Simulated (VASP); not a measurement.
# Li2Se (fluorite type) (Fm-3m) in VASP: notebook

Li2Se (fluorite type) is run at these levels: PBE; tasks: single point, relaxation of cell and atoms.

Everything below comes from runs of VASP 6.6.1. Logs are shortened: lines on timing, memory, paths and dates and some standing lists are left out, and cuts for length are marked.

### 1 The cell of the first run

It takes space group Fm-3m (No. 225, cubic). The conventional cell has a = 6.006 Å, b = 6.006 Å, c = 6.006 Å, α = 90.00°, β = 90.00°, γ = 90.00°. Se (site symmetry m-3m) has 8 Li at 2.60 Å within 3.4 Å. Li (site symmetry -43m) has 4 Se at 2.60 Å and 6 Li at 3.00 Å within 3.4 Å.

### 2 Single point, PBE

The input, INCAR:

```
PREC = Accurate ; ENCUT = 750
EDIFF = 1E-6 ; ISMEAR = -1
SIGMA = 0.05 ; LREAL = F
LASPH = T ; NELM = 120
ALGO = Normal ; ISIF = 2
LWAVE = F ; LCHARG = T
GGA = PE ; LELF = T
LVHAR = T ; NBANDS = 13
GGA_COMPAT = F
```

The input, KPOINTS:

```
Automatic mesh
0
Gamma
  13 13 13
```

The input, POSCAR:

```
Li2Se
1.0
    0.0000000000      3.0029415983      3.0029415983
    3.0029415983      0.0000000000      3.0029415983
    3.0029415983      3.0029415983      0.0000000000
Se Li
1 2
Direct
    0.0000000000      0.0000000000      0.0000000000
    0.2500000000      0.2500000000      0.2500000000
    0.7500000000      0.7500000000      0.7500000000
```

Potentials or basis: VASP PAW PBE potentials, release 64 (Se, Li_sv).

Run with:

```bash
$ cat potpaw_PBE.64/Se/POTCAR potpaw_PBE.64/Li_sv/POTCAR > POTCAR
$ mpirun -np 1 vasp_std > vasp.out
```

OUTCAR:

```text
PREC = Accurate
   ENCUT = 750
   EDIFF = 1E-6
   ISMEAR = -1
   LREAL = F
   LASPH = T
   NELM = 120
   ISIF = 2
   GGA = PE

 ion  position               nearest neighbor table
   1  0.000  0.000  0.000-   3 2.60   3 2.60   3 2.60   2 2.60   3 2.60   2 2.60   2 2.60   2 2.60

   2  0.250  0.250  0.250-   1 2.60   1 2.60   1 2.60   1 2.60
   3  0.750  0.750  0.750-   1 2.60   1 2.60   1 2.60   1 2.60

  LATTYP: Found a face centered cubic cell.
 ALAT       =     6.0058831966

  Lattice vectors:

 A1 = (   0.0000000000,   3.0029415983,   3.0029415983)
 A2 = (   3.0029415983,   0.0000000000,   3.0029415983)
 A3 = (   3.0029415983,   3.0029415983,   0.0000000000)

Analysis of symmetry for initial positions (statically):
=====================================================================
 Subroutine PRICEL returns:
 Original cell was already a primitive cell.

 Routine SETGRP: Setting up the symmetry group for a
 face centered cubic supercell.

 Subroutine GETGRP returns: Found 48 space group operations
 (whereof 48 operations were pure point group operations)
 out of a pool of 48 trial point group operations.

The static configuration has the point symmetry O_h .

Analysis of symmetry for dynamics (positions and initial velocities):
=====================================================================
 Subroutine PRICEL returns:
 Original cell was already a primitive cell.

 Routine SETGRP: Setting up the symmetry group for a
 face centered cubic supercell.

 Subroutine GETGRP returns: Found 48 space group operations
 (whereof 48 operations were pure point group operations)
 out of a pool of 48 trial point group operations.

The dynamic configuration has the point symmetry O_h .

 Subroutine INISYM returns: Found 48 space group operations
 (whereof 48 operations are pure point group operations),
 and found     1 'primitive' translations

----------------------------------------------------------------------------------------

                                     Primitive cell

  volume of cell :      54.1590

  direct lattice vectors                    reciprocal lattice vectors
     0.000000000  3.002941598  3.002941598    -0.166503405  0.166503405  0.166503405
     3.002941598  0.000000000  3.002941598     0.166503405 -0.166503405  0.166503405
     3.002941598  3.002941598  0.000000000     0.166503405  0.166503405 -0.166503405

  length of vectors
     4.246800735  4.246800735  4.246800735     0.288392356  0.288392356  0.288392356

  position of ions in fractional coordinates (direct lattice)
     0.000000000  0.000000000  0.000000000
     0.250000000  0.250000000  0.250000000
     0.750000000  0.750000000  0.750000000

  ion indices of the primitive-cell ions
   primitive index   ion index
                 1           1
                 2           2
                 3           3

----------------------------------------------------------------------------------------

 KPOINTS: Automatic mesh

Automatic generation of k-mesh.
 Grid dimensions read from file:
 generate k-points for:   13   13   13

 Generating k-lattice:

  Cartesian coordinates                     Fractional coordinates (reciprocal lattice)
    -0.012807954  0.012807954  0.012807954     0.076923077  0.000000000  0.000000000
     0.012807954 -0.012807954  0.012807954     0.000000000  0.076923077  0.000000000
     0.012807954  0.012807954 -0.012807954     0.000000000  0.000000000  0.076923077

  Length of vectors
     0.022184027  0.022184027  0.022184027

  Shift w.r.t. Gamma in fractional coordinates (k-lattice)
     0.000000000  0.000000000  0.000000000

 Subroutine IBZKPT returns following result:
 ===========================================

 Found     84 irreducible k-points:

 Following reciprocal coordinates:
            Coordinates               Weight
  0.000000  0.000000  0.000000      1.000000
  0.076923  0.000000  0.000000      8.000000
  0.153846  0.000000  0.000000      8.000000
  0.230769  0.000000  0.000000      8.000000
  0.307692  0.000000  0.000000      8.000000
  0.384615  0.000000  0.000000      8.000000
[... 16 lines left out ...]
  0.384615  0.153846  0.000000     24.000000
  0.461538  0.153846  0.000000     24.000000
 [... further k-points ...]
   k-points           NKPTS =     84   k-points in BZ     NKDIM =     84   number of bands    NBANDS=     13
   number of dos      NEDOS =    301   number of ions     NIONS =      3
   total plane-waves  NPLWV =  64000
   dimension x,y,z NGX =    40 NGY =   40 NGZ =   40
   dimension x,y,z NGXF=    80 NGYF=   80 NGZF=   80
   ions per type =               1   2
   NGX,Y,Z   is equivalent  to a cutoff of  15.66, 15.66, 15.66 a.u.
   NGXF,Y,Z  is equivalent  to a cutoff of  31.32, 31.32, 31.32 a.u.
 SYSTEM =  unknown system
   PREC   = accura    normal or accurate (medium, high low for compatibility)
   ISTART =      0    job   : 0-new  1-cont  2-samecut
   ICHARG =      2    charge: 1-file 2-atom 10-const
   ISPIN  =      1    spin polarized calculation?
   LNONCOLLINEAR =      F non collinear calculations
   LSORBIT =      F    spin-orbit coupling
   LASPH  =      T    aspherical Exc in radial PAW
   ENCUT  =  750.0 eV  55.12 Ry    7.42 a.u.   9.48  9.48  9.48*2*pi/ulx,y,z
   NELM   =    120;   NELMIN=  2; NELMDL= -5     # of ELM steps
   EDIFF  = 0.1E-05   stopping-criterion for ELM
   LREAL  =      F    real-space projection
   EDIFFG = 0.1E-04   stopping-criterion for IOM
   NSW    =      0    number of steps for IOM
   IBRION =     -1    ionic relax: 0-MD 1-quasi-New 2-CG
   NFREE  =      0    steps in history (QN), initial steepest desc. (CG)
   ISIF   =      2    stress and relaxation
   ISYM   =      2    0-nonsym 1-usesym 2-fastsym
   POTIM  = 0.5000    time-step for ionic-motion
   TEBEG  =    0.0;   TEEND  =   0.0 temperature during run
   PSTRESS=    0.0 pullay stress
   NELECT =      12.0000    total number of electrons
   NUPDOWN=      -1.0000    fix difference up-down
   EMIN   =  10.00;   EMAX   =-10.00  energy-range for DOS
   EFERMI =   0.00;   METHOD = LEGACY
   ISMEAR =    -1;   SIGMA  =   0.05  broadening in eV -4-tet -1-fermi 0-gaus
   EFERMI_NEDOS =   21; number of points for ismear=-14 and -15
   IALGO  =     38    algorithm
   IMIX   =      4    mixing-type and parameters
     AMIX     =   0.40;   BMIX     =  1.00
     AMIX_MAG =   1.60;   BMIX_MAG =  1.00
  volume/ion in A,a.u.               =      18.05       121.83
  Fermi-wavevector in a.u.,A,eV,Ry     =   0.990630  1.872020 13.352061  0.981349
  Thomas-Fermi vector in A             =   2.122315
   LORBIT       =      0    0 simple, 1 ext, 2 COOP (PROOUT), +10 PAW based schemes
   GGA     = PE    functional components
   LHFCALC =     F    Hartree Fock is set to
   AEXX    =    0.0000 exact exchange contribution
   IVDW    =     0    specifies the selected vdW correction
   LEPSILON=     F    determine dielectric tensor
   LRPA    =     F    only Hartree local field effects (RPA)
 non-spin polarized calculation
  energy-cutoff  :      750.00
  volume of cell :       54.16
 maximum number of plane-waves:      2565
 NGX is ok and might be reduce to    40
   NGX = 19   NGY = 19   NGZ = 19

 number of electron      12.0000004 magnetization

 Free energy of the ion-electron system (eV)
  ---------------------------------------------------
  ext. energy  EPLUGINS =         0.00000000
  ---------------------------------------------------
  free energy    TOTEN  =       -11.13103289 eV

  energy without entropy =      -11.13103289  energy(sigma->0) =      -11.13103289

 E-fermi :   2.0636     XC(G=0):  -8.2602

 val. band max:        0.9928260784   @ k =   0.0000   0.0000   0.0000
 cond. band min:       4.0073407521   @ k =   0.4615   0.4615   0.0000
 fundamental gap:      3.0145146737
 Fermi energy:         2.0635831825

 k-point     1 :       0.0000    0.0000    0.0000
  band No.  band energies     occupation
      1     -43.7197      2.00000
      2     -43.6961      2.00000
      3     -10.3951      2.00000
      4       0.9928      2.00000
      5       0.9928      2.00000
      6       0.9928      2.00000
      7       4.3745      0.00000
      8       6.6123      0.00000
      9       6.6123      0.00000
     10       6.6123      0.00000
     11      11.5713      0.00000
     12      11.5713      0.00000
     13      11.9107      0.00000

 k-point     2 :       0.0769    0.0000    0.0000
  band No.  band energies     occupation
      1     -43.7194      2.00000
      2     -43.6963      2.00000
      3     -10.3764      2.00000
      4       0.7130      2.00000
      5       0.9561      2.00000
      6       0.9561      2.00000
      7       4.5951      0.00000
      8       6.7062      0.00000
      9       6.7062      0.00000
     10       6.7507      0.00000
     11      10.8044      0.00000
     12      10.8044      0.00000
     13      11.9458      0.00000

 k-point     3 :       0.1538    0.0000    0.0000
  band No.  band energies     occupation
      1     -43.7183      2.00000
      2     -43.6973      2.00000
      3     -10.3232      2.00000
      4       0.0882      2.00000
      5       0.8595      2.00000
      6       0.8595      2.00000
      7       5.0310      0.00000
      8       6.9332      0.00000
      9       6.9332      0.00000
     10       7.1537      0.00000
     11      10.1789      0.00000
     12      10.1789      0.00000
     13      12.0627      0.00000
[... 305 lines left out ...]
 k-point    23 :       0.3846    0.1538    0.0000
  band No.  band energies     occupation
      1     -43.7130      2.00000
      2     -43.7021      2.00000
      3     -10.0877      2.00000
      4      -1.2844      2.00000
      5       0.2245      2.00000
      6       0.2644      2.00000
      7       5.8234      0.00000
      8       7.3223      0.00000
      9       7.8549      0.00000
     10       7.9327      0.00000
     11      10.3524      0.00000
     12      12.2160      0.00000
     13      13.2982      0.00000

 k-point    24 :       0.4615    0.1538    0.0000
  band No.  band energies     occupation
      1     -43.7105      2.00000
      2     -43.7043      2.00000
      3     -10.0269      2.00000
      4      -1.6153      2.00000
      5       0.1162      2.00000
      6       0.2118      2.00000
      7       5.9908      0.00000
      8       7.2233      0.00000
      9       7.7287      0.00000
     10       8.6282      0.00000
     11      10.8797      0.00000
     12      12.8054      0.00000
     13      13.5159      0.00000

 [... further k-points ...]
[... 5 lines left out ...]
  --------------------------------------------------------------------------------------
  -------------------------------------------------------------------------------------
  Total       -0.0185497     -0.0185497     -0.0185497      0.0000000     -0.0000000     -0.0000000
  in kB       -0.5487530     -0.5487530     -0.5487530      0.0000000     -0.0000000     -0.0000000
  external PRESSURE =      -0.5487530 kB  Pullay stress =       0.0000000 kB

 VOLUME and BASIS-vectors are now :
 -----------------------------------------------------------------------------
  energy-cutoff  :      750.00
  volume of cell :       54.16
      direct lattice vectors                 reciprocal lattice vectors
     0.000000000  3.002941598  3.002941598    -0.166503405  0.166503405  0.166503405
     3.002941598  0.000000000  3.002941598     0.166503405 -0.166503405  0.166503405
     3.002941598  3.002941598  0.000000000     0.166503405  0.166503405 -0.166503405

 POSITION                                       TOTAL-FORCE (eV/Angst)
 -----------------------------------------------------------------------------------
      0.00000      0.00000      0.00000        -0.000000     -0.000000      0.000000
      1.50147      1.50147      1.50147         0.000000      0.000000      0.000000
      4.50441      4.50441      4.50441        -0.000000     -0.000000     -0.000000
 -----------------------------------------------------------------------------------
    total drift:                                0.000000     -0.000000      0.000000

  FREE ENERGIE OF THE ION-ELECTRON SYSTEM (eV)
  ---------------------------------------------------
  free  energy   TOTEN  =       -11.1310328857 eV

  energy  without entropy=      -11.1310328856  energy(sigma->0) =      -11.13103289
```

Wall time 67 s (1 thread of Intel Xeon Platinum 8559C (Emerald Rapids), shared host); peak memory 0.29 GiB.

Results:

```yaml
Free_energy: -11.1310 eV
Pressure: -0.1 GPa
Band_gap_on_the_k_mesh: 3.01 eV, indirect (least direct gap 3.38 eV)
```

Levels at points of the mesh, in eV from the valence-band top:
| k point | band 2 | band 3 | band 4 | band 5 | band 6 | band 7 | band 8 | band 9 | band 10 | band 11 |
| --- | --- | --- | --- | --- | --- | --- | --- | --- | --- | --- |
| (0.00, 0.00, 0.00) | -44.69 | -11.39 | 0.00 | 0.00 | 0.00 | 3.38 | 5.62 | 5.62 | 5.62 | 10.58 |

[end of part 1 of 2]
